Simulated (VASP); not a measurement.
Crystal: LaAl2Ge2.

```
La Al Ge
1.0
     4.29700    0.00000    0.00000
    -2.14850    3.72131    0.00000
     0.00000    0.00000    7.01300
La Al Ge
1 2 2
Cartesian
  0.0000 0.0000 0.0000
  0.0000 2.4809 4.4792
  2.1485 1.2404 2.5338
  0.0000 2.4809 1.9070
  2.1485 1.2404 5.1060
```

Base run:

```yaml
Program: VASP 6.6.1
Functional: PBEsol
Potentials_or_basis: VASP PAW PBE potentials, release 64 (La, Al, Ge_d)
Cutoff: 520 eV
k_mesh: 6 × 6 × 3
Occupations: fermi-dirac, width 0.1 eV
Spin: no spin polarisation
```

Its results: pressure -1.3 GPa; largest force 0.184 eV/Å.

**Question.** The run is repeated on the same cell with these changes: k mesh from 6 × 6 × 3 to 2 × 2 × 1. What comes out?

**Answer.** Pressure 0.3 GPa; largest force 0.757 eV/Å.

Caveats: some runs use coarse meshes; the PAW data sets were made with another functional, which shifts forces and pressure a little.
